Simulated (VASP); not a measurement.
# Cu2H3 (P4mm) in VASP: notebook

The runs below take Cu2H3 through single point, relaxation of cell and atoms, with PBE.

All numbers are computed with VASP 6.6.1; they aren't measurements. Logs are shortened: lines on timing, memory, paths and dates and some standing lists are left out, and cuts for length are marked.

### 1 The cell of the first run

Symmetry: P4mm, No. 99, tetragonal system. Conventional cell: a = 2.784 Å, b = 2.784 Å, c = 4.961 Å, α = 90.00°, β = 90.00°, γ = 90.00°. Within 2.2 Å of Cu (site symmetry 4mm) lie 5 H at 1.64 to 1.78 Å. Within 2.8 Å of Cu (site symmetry 4mm) lie 8 H at 1.97 to 2.71 Å and 8 Cu at 2.65 to 2.78 Å. Within 2.2 Å of H (site symmetry 2mm) lie 2 Cu at 1.64 Å and 4 H at 1.97 Å. H (site symmetry 4mm) has 5 Cu at 1.78 to 1.97 Å within 2.4 Å.

The cell was generated, and may not be a known phase.

### 2 Single point, PBE

INCAR reads:

```
SYSTEM = Cu2H3
PREC = Accurate
ENCUT = 520
EDIFF = 1E-7
ISMEAR = 0
SIGMA = 0.1
LREAL = .False.
LASPH = .True.
NELM = 60
ALGO = Normal
ISIF = 2
LWAVE = .False.
LCHARG = .False.
GGA = PE
NBANDS = 20
```

KPOINTS reads:

```
Automatic mesh
0
Gamma
  14 14 8
  0 0 0
```

POSCAR reads:

```
Cu2H3
1.0
    2.7837162217      0.0000000000      0.0000000000
    0.0000000000      2.7837162217      0.0000000000
    0.0000000000      0.0000000000      4.9608010356
Cu H
2 3
Direct
    0.0000000000      0.0000000000      0.7271366828
    0.5000000000      0.5000000000      0.3708061360
    0.5000000000      0.0000000000      0.9016353698
    0.0000000000      0.5000000000      0.9016353698
    0.0000000000      0.0000000000      0.3687863616
```

Potentials or basis: VASP PAW PBE potentials, release 64 (Cu, H).

Started as:

```bash
cat potpaw_PBE.64/Cu/POTCAR potpaw_PBE.64/H/POTCAR > POTCAR
mpirun -np 1 vasp_std > vasp.out
```

OUTCAR:

```text
SYSTEM = Cu2H3
   PREC = Accurate
   ENCUT = 520
   EDIFF = 1E-7
   ISMEAR = 0
   LREAL = .False.
   LASPH = .True.
   NELM = 60
   ISIF = 2
   GGA = PE

 ion  position               nearest neighbor table
   1  0.000  0.000  0.727-   3 1.64   4 1.64   4 1.64   3 1.64   5 1.78   2 2.65   2 2.65   2 2.65
                             2 2.65
   2  0.500  0.500  0.371-   1 2.65   1 2.65   1 2.65   1 2.65
   3  0.500  0.000  0.902-   1 1.64   1 1.64
   4  0.000  0.500  0.902-   1 1.64   1 1.64
   5  0.000  0.000  0.369-   1 1.78

  LATTYP: Found a simple tetragonal cell.
 ALAT       =     2.7837162217
 C/A-ratio  =     1.7820785743

  Lattice vectors:

 A1 = (   2.7837162217,   0.0000000000,   0.0000000000)
 A2 = (   0.0000000000,   2.7837162217,   0.0000000000)
 A3 = (   0.0000000000,   0.0000000000,   4.9608010356)

Analysis of symmetry for initial positions (statically):
=====================================================================
 Subroutine PRICEL returns:
 Original cell was already a primitive cell.

 Routine SETGRP: Setting up the symmetry group for a
 simple tetragonal supercell.

 Subroutine GETGRP returns: Found  8 space group operations
 (whereof  8 operations were pure point group operations)
 out of a pool of 16 trial point group operations.

The static configuration has the point symmetry C_4v.

Analysis of symmetry for dynamics (positions and initial velocities):
=====================================================================
 Subroutine PRICEL returns:
 Original cell was already a primitive cell.

 Routine SETGRP: Setting up the symmetry group for a
 simple tetragonal supercell.

 Subroutine GETGRP returns: Found  8 space group operations
 (whereof  8 operations were pure point group operations)
 out of a pool of 16 trial point group operations.

The dynamic configuration has the point symmetry C_4v.

 Subroutine INISYM returns: Found  8 space group operations
 (whereof  8 operations are pure point group operations),
 and found     1 'primitive' translations

----------------------------------------------------------------------------------------

                                     Primitive cell

  volume of cell :      38.4416

  direct lattice vectors                    reciprocal lattice vectors
     2.783716222  0.000000000  0.000000000     0.359232019  0.000000000  0.000000000
     0.000000000  2.783716222  0.000000000     0.000000000  0.359232019  0.000000000
     0.000000000  0.000000000  4.960801036     0.000000000  0.000000000  0.201580348

  length of vectors
     2.783716222  2.783716222  4.960801036     0.359232019  0.359232019  0.201580348

  position of ions in fractional coordinates (direct lattice)
     0.000000000  0.000000000  0.727136683
     0.500000000  0.500000000  0.370806136
     0.500000000  0.000000000  0.901635370
     0.000000000  0.500000000  0.901635370
     0.000000000  0.000000000  0.368786362

  ion indices of the primitive-cell ions
   primitive index   ion index
                 1           1
                 2           2
                 3           3
                 4           4
                 5           5

----------------------------------------------------------------------------------------

 KPOINTS: Automatic mesh

Automatic generation of k-mesh.
 Grid dimensions read from file:
 generate k-points for:   14   14    8

 Generating k-lattice:

  Cartesian coordinates                     Fractional coordinates (reciprocal lattice)
     0.025659430  0.000000000  0.000000000     0.071428571  0.000000000  0.000000000
     0.000000000  0.025659430  0.000000000     0.000000000  0.071428571  0.000000000
     0.000000000  0.000000000  0.025197544     0.000000000  0.000000000  0.125000000

  Length of vectors
     0.025659430  0.025659430  0.025197544

  Shift w.r.t. Gamma in fractional coordinates (k-lattice)
     0.000000000  0.000000000  0.000000000

 Subroutine IBZKPT returns following result:
 ===========================================

 Found    180 irreducible k-points:

 Following reciprocal coordinates:
            Coordinates               Weight
  0.000000  0.000000  0.000000      1.000000
  0.071429  0.000000  0.000000      4.000000
  0.142857  0.000000  0.000000      4.000000
  0.214286  0.000000  0.000000      4.000000
  0.285714  0.000000  0.000000      4.000000
  0.357143  0.000000  0.000000      4.000000
[... 16 lines left out ...]
  0.285714  0.214286  0.000000      8.000000
  0.357143  0.214286  0.000000      8.000000
 [... further k-points ...]
   k-points           NKPTS =    180   k-points in BZ     NKDIM =    180   number of bands    NBANDS=     20
   number of dos      NEDOS =    301   number of ions     NIONS =      5
   total plane-waves  NPLWV =  23040
   dimension x,y,z NGX =    24 NGY =   24 NGZ =   40
   dimension x,y,z NGXF=    48 NGYF=   48 NGZF=   80
   ions per type =               2   3
   NGX,Y,Z   is equivalent  to a cutoff of  14.33, 14.33, 13.40 a.u.
[... 94 lines left out ...]
      2      -2.5790      2.00000
      3      -0.4377      2.00000
      4       0.7192      2.00000
      5       1.2000      2.00000
      6       1.2411      2.00000
[... 12 lines left out ...]
     19      18.8839      0.00000
     20      20.9913      0.00000

 k-point     4 :       0.2143    0.0000    0.0000
  band No.  band energies     occupation
      1      -5.2396      2.00000
      2      -2.2570      2.00000
      3      -0.4218      2.00000
      4       0.5924      2.00000
      5       1.2459      2.00000
      6       1.2947      2.00000
[... 12 lines left out ...]
     19      17.8664      0.00000
     20      21.4896      0.00000

 k-point     5 :       0.2857    0.0000    0.0000
  band No.  band energies     occupation
      1      -4.6188      2.00000
      2      -1.8618      2.00000
      3      -0.4633      2.00000
      4       0.4845      2.00000
      5       1.2442      2.00000
      6       1.3298      2.00000
[... 12 lines left out ...]
     19      17.7277      0.00000
     20      21.4293      0.00000

 k-point     6 :       0.3571    0.0000    0.0000
  band No.  band energies     occupation
      1      -3.8835      2.00000
      2      -1.4726      2.00000
      3      -0.5742      2.00000
      4       0.3541      2.00000
      5       1.2350      2.00000
      6       1.2911      2.00000
[... 12 lines left out ...]
     19      18.0052      0.00000
     20      20.9565      0.00000

 k-point     7 :       0.4286    0.0000    0.0000
  band No.  band energies     occupation
      1      -3.1415      2.00000
      2      -1.2943      2.00000
      3      -0.6349      2.00000
      4       0.1361      2.00000
      5       1.2238      2.00000
      6       1.2375      2.00000
[... 12 lines left out ...]
     19      18.9880      0.00000
     20      20.2110      0.00000
[... 277 lines left out ...]
 k-point    20 :       0.4286    0.1429    0.0000
  band No.  band energies     occupation
      1      -2.8868      2.00000
      2      -1.2042      2.00000
      3      -0.5344      2.00000
      4       0.2481      2.00000
      5       0.7849      2.00000
      6       1.1683      2.00000
[... 12 lines left out ...]
     19      17.1338      0.00000
     20      20.5505      0.00000

 k-point    21 :       0.5000    0.1429    0.0000
  band No.  band energies     occupation
      1      -2.5345      2.00000
      2      -1.2319      2.00000
      3      -0.5471      2.00000
      4       0.1574      2.00000
      5       0.7736      2.00000
      6       1.1483      2.00000
[... 12 lines left out ...]
     19      16.6905      0.00000
     20      20.6445      0.00000

 k-point    22 :       0.2143    0.2143    0.0000
  band No.  band energies     occupation
      1      -4.4451      2.00000
      2      -1.8042      2.00000
      3      -0.2501      2.00000
      4       0.5974      2.00000
      5       0.7045      2.00000
      6       1.2787      2.00000
[... 12 lines left out ...]
     19      16.9698      0.00000
     20      19.5982      0.00000

 k-point    23 :       0.2857    0.2143    0.0000
  band No.  band energies     occupation
      1      -3.8742      2.00000
      2      -1.5301      2.00000
      3      -0.2376      2.00000
      4       0.5174      2.00000
      5       0.6705      2.00000
      6       1.1784      2.00000
[... 12 lines left out ...]
     19      17.5088      0.00000
     20      18.0032      0.00000

 k-point    24 :       0.3571    0.2143    0.0000
  band No.  band energies     occupation
      1      -3.2239      2.00000
      2      -1.2746      2.00000
      3      -0.3163      2.00000
      4       0.4367      2.00000
      5       0.6556      2.00000
      6       1.1281      2.00000
[... 12 lines left out ...]
     19      16.4112      0.00000
     20      18.3166      0.00000

 [... further k-points ...]

------------------------ aborting loop because EDIFF is reached ----------------------------------------

  FORCE on cell =-STRESS in cart. coord.  units (eV):
  Direction    XX          YY          ZZ          XY          YZ          ZX
  --------------------------------------------------------------------------------------
  -------------------------------------------------------------------------------------
  Total        0.0511104      0.0511104      0.0186597      0.0000000      0.0000000      0.0000000
  in kB        2.1301874      2.1301874      0.7777027      0.0000000      0.0000000      0.0000000
  external PRESSURE =       1.6793592 kB  Pullay stress =       0.0000000 kB

 VOLUME and BASIS-vectors are now :
 -----------------------------------------------------------------------------
  energy-cutoff  :      520.00
  volume of cell :       38.44
      direct lattice vectors                 reciprocal lattice vectors
     2.783716222  0.000000000  0.000000000     0.359232019  0.000000000  0.000000000
     0.000000000  2.783716222  0.000000000     0.000000000  0.359232019  0.000000000
     0.000000000  0.000000000  4.960801036     0.000000000  0.000000000  0.201580348

 POSITION                                       TOTAL-FORCE (eV/Angst)
 -----------------------------------------------------------------------------------
      0.00000      0.00000      3.60718         0.000000     -0.000000     -0.007049
      1.39186      1.39186      1.83950         0.000000      0.000000     -0.022652
      1.39186      0.00000      4.47283         0.000000      0.000000      0.019573
      0.00000      1.39186      4.47283         0.000000     -0.000000      0.019573
      0.00000      0.00000      1.82948         0.000000     -0.000000     -0.009445
 -----------------------------------------------------------------------------------
    total drift:                                0.000000     -0.000000     -0.000266

  FREE ENERGIE OF THE ION-ELECTRON SYSTEM (eV)
  ---------------------------------------------------
  free  energy   TOTEN  =       -15.7055003482 eV

  energy  without entropy=      -15.7029313159  energy(sigma->0) =      -15.70421583
```

It took 2.5 min on 1 thread of Intel Xeon Platinum 8259CL at 2.50GHz (Skylake/Cascade Lake), shared host; peak memory 0.24 GiB.

Results:

```
Free energy            : -15.7055 eV
Pressure               : 0.2 GPa
Largest force          : 0.023 eV/Å
Band gap on the k mesh : zero (an odd number of electrons rules out a gap without spin polarisation)
```

Forces on the atoms (eV/Å):
```
Cu   0.000  0.000 -0.007
Cu   0.000  0.000 -0.023
H    0.000  0.000  0.020
H    0.000  0.000  0.020
H    0.000  0.000 -0.009
```

Caveat: an odd number of electrons without spin polarisation forces a metal; a magnetic or distorted state may lie lower.

### 3 Relaxation of cell and atoms, PBE

This run uses another cell than the first one, of 7.23 Å³/atom.

INCAR reads:

```
SYSTEM = Cu2H3
ALGO = Normal ; EDIFF = 1E-7
EDIFFG = -0.01 ; ENCUT = 600
GGA = PE ; IBRION = 2
ISIF = 3 ; ISMEAR = 0
LASPH = .TRUE. ; LCHARG = .FALSE.
LREAL = .FALSE. ; LWAVE = .FALSE.
NELM = 80 ; NSW = 100
PREC = Accurate ; SIGMA = 0.1
```

KPOINTS reads:

```
k-points
0
G
  14 14 8
  0 0 0
```

POSCAR reads:

```
Cu2H3
1.0
    2.8428562744      0.0000000000      0.0000000000
    0.0000000000      2.8428562744      0.0000000000
    0.0000000000      0.0000000000      4.4747942808
Cu H
2 3
Direct
    0.0000000000      0.0000000000      0.7294378254
    0.5000000000      0.5000000000      0.3273787160
    0.5000000000      0.0000000000      0.9275567773
    0.0000000000      0.5000000000      0.9275567773
    0.0000000000      0.0000000000      0.3580698240
```

Potentials or basis: VASP PAW PBE potentials, release 64 (Cu, H).

Started as:

```bash
cat potpaw_PBE.64/Cu/POTCAR potpaw_PBE.64/H/POTCAR > POTCAR
mpirun -np 1 vasp_std > vasp.out
```

Wall time 21 min (1 thread of Intel Xeon Platinum 8259CL at 2.50GHz (Skylake/Cascade Lake), shared host); peak memory 0.26 GiB.

The run converged. Its results:

```
Free energy                           : -15.7055 eV
Relaxed volume                        : 7.66 Å³/atom
Relaxed cell                          : a = 2.788 Å, b = 2.788 Å, c = 4.932 Å, α = 90.00°, β = 90.00°, γ = 90.00°
Space group after relaxing (to 0.1 Å) : P4mm (No. 99)
Energy gained by relaxing             : 9.6 meV/atom
Ionic steps                           : 19
Pressure after relaxing               : 0.0 GPa
Largest force after relaxing          : 0.004 eV/Å
Band gap on the k mesh                : zero (an odd number of electrons rules out a gap without spin polarisation)
```

Forces on the atoms (eV/Å):
```
Cu   0.000  0.000  0.000
Cu   0.000  0.000 -0.004
H    0.000  0.000  0.001
H    0.000  0.000  0.001
H    0.000  0.000  0.002
```

The path:
| step | energy change (eV) | largest force (eV/Å) | pressure (GPa) | volume (Å³) |
| --- | --- | --- | --- | --- |
| 1 | 0.0000 | 0.1289 | 0.32 | 36.16 |
| 2 | -0.0076 | 0.0568 | 0.19 | 36.24 |
| 3 | -0.0170 | 0.2077 | 0.02 | 36.42 |
| 4 | -0.0174 | 0.2612 | 0.02 | 36.46 |
| 5 | -0.0244 | 0.1621 | -0.06 | 36.54 |
| 6 | -0.0286 | 0.1593 | -0.09 | 36.65 |
| 7 | -0.0325 | 0.1326 | 0.40 | 36.65 |
| 8 | -0.0380 | 0.0761 | 1.70 | 36.64 |
| 9 | -0.0405 | 0.0579 | 1.34 | 36.84 |
| 10 | -0.0452 | 0.0188 | 0.36 | 37.45 |
| 11 | -0.0429 | 0.1161 | -1.30 | 38.69 |
| 12 | -0.0462 | 0.0395 | -0.27 | 37.89 |
| 13 | -0.0466 | 0.0398 | -0.19 | 37.95 |
| 14 | -0.0472 | 0.0483 | 0.11 | 38.11 |
| 15 | -0.0478 | 0.0275 | 0.02 | 38.20 |
| 16 | -0.0480 | 0.0270 | -0.09 | 38.31 |
| 17 | -0.0481 | 0.0124 | 0.05 | 38.29 |
| 18 | -0.0481 | 0.0109 | 0.07 | 38.29 |
| 19 | -0.0481 | 0.0043 | -0.05 | 38.32 |

Final structure:
```
Cu H
1.0
     2.78759    0.00000    0.00000
     0.00000    2.78759    0.00000
     0.00000    0.00000    4.93190
Cu H
2 3
Direct
  0.00000 0.00000 0.72749
  0.50000 0.50000 0.36776
  0.50000 0.00000 0.90359
  0.00000 0.50000 0.90359
  0.00000 0.00000 0.36757
```

Levels at points of the mesh, in eV from the Fermi level:
| k point | band 9 | band 10 | band 11 | band 12 | band 13 | band 14 | band 15 | band 16 |
| --- | --- | --- | --- | --- | --- | --- | --- | --- |
| (0.00, 0.00, 0.00) | -2.54 | -2.53 | -2.52 | -2.52 | -0.92 | 4.89 | 8.59 | 9.65 |
| (0.50, 0.00, 0.00) | -2.84 | -2.73 | -2.47 | -1.97 | -1.84 | 2.43 | 3.62 | 5.07 |
| (0.50, 0.50, 0.00) | -2.45 | -2.20 | -1.86 | -1.86 | 1.02 | 4.31 | 4.35 | 4.35 |
| (0.00, 0.00, 0.50) | -2.87 | -2.57 | -2.57 | -2.53 | 2.85 | 4.89 | 6.19 | 10.67 |
| (0.50, 0.00, 0.50) | -3.01 | -2.81 | -2.45 | -2.35 | -1.87 | 0.25 | 7.46 | 8.40 |
| (0.50, 0.50, 0.50) | -2.53 | -2.20 | -0.87 | -0.87 | 0.99 | 2.60 | 2.60 | 3.95 |

Caveat: an odd number of electrons without spin polarisation forces a metal; a magnetic or distorted state may lie lower.

### 4 Relaxation of cell and atoms, PBE

INCAR reads:

```
SYSTEM = Cu2H3
PREC = Accurate
ENCUT = 600
EDIFF = 1E-7
ISMEAR = 0
SIGMA = 0.1
LREAL = .False.
LASPH = .True.
NELM = 80
ALGO = Normal
ISIF = 3
LWAVE = .False.
LCHARG = .False.
GGA = PE
IBRION = 2
NSW = 100
EDIFFG = -0.01
```

KPOINTS reads:

```
regular mesh
0
Gamma
  14 14 8
  0 0 0
```

POSCAR reads:

```
Cu2H3
1.0
    2.7837162217      0.0000000000      0.0000000000
    0.0000000000      2.7837162217      0.0000000000
    0.0000000000      0.0000000000      4.9608010356
Cu H
2 3
Direct
    0.0000000000      0.0000000000      0.7271366828
    0.5000000000      0.5000000000      0.3708061360
    0.5000000000      0.0000000000      0.9016353698
    0.0000000000      0.5000000000      0.9016353698
    0.0000000000      0.0000000000      0.3687863616
```

Started as:

```bash
cat potpaw_PBE.64/Cu/POTCAR potpaw_PBE.64/H/POTCAR > POTCAR
mpirun -np 1 vasp_std > vasp.out
```

It took 5.3 min on 1 thread of Intel Xeon Platinum 8259CL at 2.50GHz (Skylake/Cascade Lake), shared host; peak memory 0.25 GiB.

Results (log left out):

```
Free energy                           : -15.7071 eV
Relaxed volume                        : 7.71 Å³/atom
Relaxed cell                          : a = 2.787 Å, b = 2.787 Å, c = 4.963 Å, α = 90.00°, β = 90.00°, γ = 90.00°
Space group after relaxing (to 0.1 Å) : P4mm (No. 99)
Energy gained by relaxing             : 0.0 meV/atom
Ionic steps                           : 4
Pressure after relaxing               : -0.1 GPa
Largest force after relaxing          : 0.009 eV/Å
Band gap on the k mesh                : zero (an odd number of electrons rules out a gap without spin polarisation)
```

Forces on the atoms (eV/Å):
```
Cu   0.000  0.000  0.004
Cu   0.000  0.000 -0.009
H    0.000  0.000  0.003
H    0.000  0.000  0.003
H    0.000  0.000  0.000
```

Stress tensor (GPa, compression positive):
```
-0.03  0.00  0.00
 0.00 -0.03  0.00
 0.00  0.00 -0.11
```

Step by step:
| step | energy change (eV) | largest force (eV/Å) | pressure (GPa) | volume (Å³) |
| --- | --- | --- | --- | --- |
| 1 | 0.0000 | 0.0229 | 0.27 | 38.44 |
| 2 | -0.0001 | 0.0148 | 0.08 | 38.51 |
| 3 | -0.0001 | 0.0109 | -0.03 | 38.55 |
| 4 | -0.0002 | 0.0093 | -0.06 | 38.54 |

Final structure:
```xyz
5
Lattice="2.7868 0.0000 0.0000 0.0000 2.7868 0.0000 0.0000 0.0000 4.9630" Properties=species:S:1:pos:R:3 pbc="T T T"
Cu    0.0000    0.0000    3.6087
Cu    1.3934    1.3934    1.8380
H     1.3934    0.0000    4.4764
H     2.7868    1.3934    4.4764
H     0.0000    0.0000    1.8296
```

Levels at points of the mesh, in eV from the Fermi level:
```
           k point  band 10  band 11  band 12  band 13  band 14  band 15
(0.00, 0.00, 0.00)    -2.53    -2.52    -2.52    -0.95     4.92     8.56
(0.50, 0.00, 0.00)    -2.75    -2.47    -1.97    -1.86     2.37     3.63
(0.50, 0.50, 0.00)    -2.21    -1.83    -1.83     1.02     4.31     4.31
(0.00, 0.00, 0.50)    -2.57    -2.57    -2.53     2.73     4.92     6.14
(0.50, 0.00, 0.50)    -2.81    -2.45    -2.34    -1.88     0.26     7.42
(0.50, 0.50, 0.50)    -2.21    -0.89    -0.89     0.99     2.63     2.63
```

Caveat: an odd number of electrons without spin polarisation forces a metal; a magnetic or distorted state may lie lower.

### 5 Summary

| task | cell | cutoff (eV) | gap on the mesh (eV) | pressure (GPa) | relaxed volume (Å³/atom) | largest force (eV/Å) |
| --- | --- | --- | --- | --- | --- | --- |
| single point | a = 2.784, b = 2.784, c = 4.961 Å, 5 atoms, atomic positions A | 520 | none | 0.2 | - | 0.02 |
| relaxation of cell and atoms | relaxed from a = 2.843, b = 2.843, c = 4.475 Å, 5 atoms, atomic positions B | 600 | none | 0.0 | 7.66 | - |
| relaxation of cell and atoms | relaxed from a = 2.784, b = 2.784, c = 4.961 Å, 5 atoms, atomic positions A | 600 | none | -0.1 | 7.71 | 0.01 |

Alike in all rows: level PBE; potentials or basis VASP PAW PBE potentials, release 64 (Cu, H); no spin polarisation; k mesh 14 × 14 × 8; smearing gaussian 0.1 eV.

Caveats: an odd number of electrons without spin polarisation forces a metal; a magnetic or distorted state may lie lower.

Absolute energies hang on the potentials; compare differences alone.
